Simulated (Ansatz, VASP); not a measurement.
One calculation of BN, two programs

File POSCAR:

```
BN
1.0
    0.0000000000      1.8228737197      1.8228737197
    1.8228737197      0.0000000000      1.8228737197
    1.8228737197      1.8228737197      0.0000000000
B N
1 1
Direct
    0.0000000000      0.0000000000      0.0000000000
    0.2500000000      0.2500000000      0.2500000000
```

The input INCAR.step1:

```
ALGO = Normal
EDIFF = 1E-4
ENCUT = 520
GGA = PE
ISMEAR = 0
LASPH = T
LCHARG = F
LREAL = F
LWAVE = T
NBANDS = 11
NELM = 60
PREC = Accurate
SIGMA = 0.01
```

The input INCAR.step2:

```
ALGO = Normal
EDIFF = 1E-6
ENCUT = 520
ISIF = 2
ISMEAR = 0
ISTART = 1
LASPH = T
LCHARG = F
LMIXTAU = T
LREAL = F
LWAVE = F
METAGGA = R2SCAN
NBANDS = 11
NELM = 60
PREC = Accurate
SIGMA = 0.01
```

KPOINTS

```
k-points
0
Gamma
  12 12 12
```

Input for Ansatz:

```yaml
crystal:
  lattice:
    - [0.0, 1.8228737197, 1.8228737197]
    - [1.8228737197, 0.0, 1.8228737197]
    - [1.8228737197, 1.8228737197, 0.0]
  atoms:
    - { symbol: B, position: [0.0, 0.0, 0.0] }
    - { symbol: "N", position: [0.25, 0.25, 0.25] }
kpoints:
  mp_grid: { grid: [12, 12, 12] }
  band_path:
    path:
      - [0.0, 0.0, 0.0]
      - [-0.5, -0.5, 0.0]
      - [-0.375, -0.375, 0.25]
      - [-0.375, 0.0, 0.375]
      - [0.0, 0.0, 0.5]
      - [-0.5, -0.25, 0.25]
      - [0.0, 0.5, 0.5]
    npoints: 1
hamiltonian:
  xc: r2scan
scf:
  occupations: { method: fixed }
  n_extra_bands: 4
output:
  forces: true
  stress: true
  eigenvalues: true
```

Change from the starting cell: hydrostatic strain +1.0%.

Alike in both runs: task single point; functional r2SCAN; k mesh 12 × 12 × 12; no spin polarisation.

```csv
,VASP,Ansatz
version,VASP 6.6.1,Ansatz 0.2.0
potentials or method,"VASP PAW PBE potentials, release 64 (B, N)","plane waves, PAW"
plane-wave cutoff (eV),520,500
occupations,"gaussian, width 0.01 eV",fixed
valence electrons in the cell,8,8
```

Ansatz gave:

- gap on the k mesh at the Fermi level (eV): 4.96
- pressure (GPa): -11.1

Problem. What did VASP give for the same quantities?

Solution. gap on the k mesh at the Fermi level (eV): 4.94; pressure (GPa): -10.0.

VASP's potentials were made for PBE, not for r2SCAN.
